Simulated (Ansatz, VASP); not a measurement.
# One calculation of Al5P2, two programs

```
CELL_PARAMETERS angstrom
-1.92500 1.92500 8.60000
1.92500 -1.92500 8.60000
1.92500 1.92500 -8.60000
ATOMIC_POSITIONS crystal
Al 0.00000 0.00000 0.00000
Al 0.35500 0.35500 0.00000
Al 0.64500 0.64500 0.00000
Al 0.25000 0.75000 0.50000
Al 0.75000 0.25000 0.50000
P 0.92750 0.42750 0.50000
P 0.57250 0.07250 0.50000
```

Alike in both runs: task relaxation of cell and atoms; functional PBE; k mesh 6 × 6 × 6; occupations gaussian, width 0.2 eV; no spin polarisation.

```csv
,VASP,Ansatz
version,VASP 6.6.1,Ansatz 0.2.0
potentials or method,"VASP PAW PBE potentials, release 64 (Al, P), cutoff 600 eV","scalar-relativistic, plane waves, PAW"
valence electrons in the cell,25,25
```

```csv
,VASP,Ansatz,Ansatz less VASP
"gap on the k mesh at the Fermi level, each at its own relaxed structure (eV)",none,none,-
relaxed volume (Å³/atom),20.67,20.68,+0.018
relaxed length of the cell vector where the two differ most in proportion (Å),9.920,9.886,-0.0347
```

A gap of «none» marks a metal or a gap that the smearing closes.

The k mesh is coarse, so the values compare programs but aren't converged.
